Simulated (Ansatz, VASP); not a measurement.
## One calculation of LaTaO, two programs

```
La Ta O
1.0
     3.93545    0.00000    0.00000
     0.00000    3.93545    0.00000
     0.00000    0.00000    8.98089
La Ta O
2 2 2
Direct
  0.00000 0.50000 0.85742
  0.50000 0.00000 0.14258
  0.00000 0.00000 0.50000
  0.50000 0.50000 0.50000
  0.00000 0.00000 0.00000
  0.50000 0.50000 0.00000
```

Change from the starting cell: species swapped into the GdOF type (P4/nmm, No. 129).

Alike in both runs: task single point; functional PBE; k mesh 4 × 4 × 2; occupations gaussian, width 0.1 eV; collinear spin.

```csv
,VASP,Ansatz
version,VASP 6.6.1,Ansatz 0.2.0
potentials or method,"VASP PAW PBE potentials, release 64 (La, Ta_pv, O), cutoff 520 eV","scalar-relativistic, plane waves, PAW"
valence electrons in the cell,56,60
```

```tsv
	VASP	Ansatz	Ansatz less VASP
gap on the k mesh at the Fermi level (eV)	none	none	-
pressure (GPa)	-0.4	-0.3	+0.14
traceless stress, the component that is largest in VASP (GPa)	0.22	0.26	+0.035
rms of the force components (eV/Å)	0.001	0.004	+0.0033
net moment per atom (μB)	0.18	0.19	+0.001
size of the moment on the site where the two differ most (μB)	0.30	0.28	-0.027
```

Site moments also hang on the region over which each program counts them. Atom by atom the forces differ by 0.005 eV/Å (rms over components). A gap of «none» marks a metal or a gap that the smearing closes. VASP's potentials hold 56 valence electrons a cell and Ansatz's 60, so a difference there can come from the potentials and not from the codes.

The k mesh is coarse, so the values compare programs but aren't converged. Spin-orbit coupling is off throughout.
